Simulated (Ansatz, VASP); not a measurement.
## Two plane-wave programs on Al4Fe3Co

```xyz
8
Lattice="2.8665 0.0000 0.0000 0.0000 2.8665 0.0000 0.0000 0.0000 11.4852" Properties=species:S:1:pos:R:3 pbc="T T T"
Al    0.0000    0.0000    7.1802
Al    0.0000    0.0000    4.3050
Al    0.0000    0.0000    1.4410
Al    0.0000    0.0000   10.0442
Co    1.4333    1.4333    5.7426
Fe    1.4333    1.4333    2.8704
Fe    1.4333    1.4333    0.0000
Fe    1.4333    1.4333    8.6148
```

Alike in both runs: task single point; functional PBE; k mesh 6 × 6 × 2; occupations gaussian, width 0.1 eV; collinear spin.

```csv
,VASP,Ansatz
version,VASP 6.6.1,Ansatz 0.2.0
potentials or method,"VASP PAW PBE potentials, release 64 (Al, Co, Fe), cutoff 520 eV","scalar-relativistic, plane waves, PAW"
valence electrons in the cell,45,77
```

Ansatz gave:

```
gap on the k mesh at the Fermi level (eV)                     : none
pressure (GPa)                                                : 0.0
traceless stress, the component that is largest in VASP (GPa) : 0.06
rms of the force components (eV/Å)                            : 0.016
net moment per atom (μB)                                      : 0.24
size of the moment on the site where the two differ most (μB) : 0.79
```

Task: What did VASP give for the same quantities?

Result: gap on the k mesh at the Fermi level (eV): none; pressure (GPa): 0.0; traceless stress, the component that is largest in VASP (GPa): 0.04; rms of the force components (eV/Å): 0.017; net moment per atom (μB): 0.24; size of the moment on the site where the two differ most (μB): 0.80.

Site moments also hang on the region over which each program counts them. Atom by atom the forces differ by 0.001 eV/Å (rms over components). A gap of «none» marks a metal or a gap that the smearing closes. With one functional, cell and mesh, what is left measures potentials, basis and numerics. VASP's potentials hold 45 valence electrons a cell and Ansatz's 77, so a difference there can come from the potentials and not from the codes.

The k mesh is coarse, so the values compare programs but aren't converged.
